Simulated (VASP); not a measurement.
Input of a VASP 6.6.1 run:

Contents of INCAR:

```
SYSTEM = Rh
  PREC = Accurate
  ENCUT = 600
  EDIFF = 1E-6
  ISMEAR = -1
  SIGMA = 0.05
  LREAL = .FALSE.
  LASPH = .TRUE.
  NELM = 100
  ALGO = Fast
  ISIF = 3
  LWAVE = .FALSE.
  LCHARG = .FALSE.
  GGA = RE
  IVDW = 13
  IBRION = 2
  NSW = 60
  EDIFFG = -0.01
```

The input KPOINTS:

```
Automatic mesh
0
G
  12 12 12
  0 0 0
```

File POSCAR:

```
Rh
1.0
    0.0000000000      1.8978500000      1.8978500000
    1.8978500000      0.0000000000      1.8978500000
    1.8978500000      1.8978500000      0.0000000000
Rh
1
Direct
    0.0000000000      0.0000000000      0.0000000000
```

Potentials or basis: VASP PAW PBE potentials, release 64 (Rh_pv).

Launch:

```bash
$ cat potpaw_PBE.64/Rh_pv/POTCAR > POTCAR
$ mpirun -np 1 vasp_std > vasp.out
```

Problem. What does it give for the relaxed cell?

Solution. a = 2.668 Å, b = 2.668 Å, c = 2.668 Å, α = 60.00°, β = 60.00°, γ = 60.00°.

Problem. What does it give for the relaxed volume?

Solution. 13.42 Å³/atom.

Problem. Predict the dispersion energy per atom.

Solution. -1.448 eV.

Step by step:
```
step  energy change (eV)  largest force (eV/Å)  pressure (GPa)  volume (Å³)
   1              0.0000                0.0000           -5.15        13.67
   2              0.0227                0.0000           15.13        12.82
   3             -0.0043                0.0000           -0.10        13.42
```

Caveat: the PAW data sets were made with another functional, which shifts forces and pressure a little; pairwise dispersion overbinds metals, which lowers pressure and volume.
